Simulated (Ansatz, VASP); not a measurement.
# One calculation of P, two programs

POSCAR

```
P
1.0
    3.1540000000      0.0000000000      0.0000000000
   -1.5770000000      2.7314441236      0.0000000000
    0.0000000000      0.0000000000     28.0000000000
P
2
Direct
    0.3333333333      0.6666666667      0.5046785714
    0.6666666667      0.3333333333      0.4953214286
```

INCAR.step1

```
PREC = Accurate
ENCUT = 520
ISMEAR = 0
SIGMA = 0.02
LREAL = F
LASPH = T
NELM = 60
LDIPOL = T
IDIPOL = 3
DIPOL = 0.5 0.5 0.500
NBANDS = 12
GGA = PE
ALGO = Normal
EDIFF = 1E-4
LWAVE = T
LCHARG = F
```

INCAR.step2

```
PREC = Accurate
ENCUT = 520
EDIFF = 1E-7
ISMEAR = 0
SIGMA = 0.02
LREAL = F
LASPH = T
NELM = 60
ALGO = Normal
ISIF = 2
LWAVE = F
LCHARG = T
LDIPOL = T
IDIPOL = 3
DIPOL = 0.5 0.5 0.500
METAGGA = R2SCAN
LMIXTAU = T
LELF = T
LVHAR = T
LVACPOTAV = T
NBANDS = 12
ISTART = 1
```

The input KPOINTS:

```
regular mesh
0
Gamma
  9 9 1
```

Input for Ansatz:

```yaml
crystal:
  lattice:
    - [3.154, 0.0, 0.0]
    - [-1.577, 2.7314441236, 0.0]
    - [0.0, 0.0, 28.0]
  atoms:
    - { symbol: P, position: [0.3333333333, 0.6666666667, 0.5046785714] }
    - { symbol: P, position: [0.6666666667, 0.3333333333, 0.4953214286] }
  periodic: [true, true, false]
basis:
  ecutwfc: 500
kpoints:
  mp_grid: { grid: [9, 9, 1] }
hamiltonian:
  xc: r2scan
scf:
  occupations: { method: gaussian, width: 0.02 }
output:
  forces: true
  stress: true
  eigenvalues: true
```

Alike in both runs: task single point; functional r2SCAN; k mesh 9 × 9 × 1; occupations gaussian, width 0.02 eV; no spin polarisation.

|  | VASP | Ansatz |
| --- | --- | --- |
| version | VASP 6.6.1 | Ansatz 0.2.0 |
| potentials or method | VASP PAW PBE potentials, release 64 (P), cutoff 520 eV | scalar-relativistic, plane waves, PAW |
| valence electrons in the cell | 10 | 10 |

|  | VASP | Ansatz | Ansatz less VASP |
| --- | --- | --- | --- |
| gap on the k mesh at the Fermi level (eV) | none | none | - |
| rms of the force components (eV/Å) | 1.839 | 1.881 | +0.0418 |
| work function, face that differs most (eV) | 3.43 | 3.43 | -0.002 |

VASP's potentials were made for PBE, not for r2SCAN. Atom by atom the forces differ by 0.042 eV/Å (rms over components). A gap of «none» marks a metal or a gap that the smearing closes.
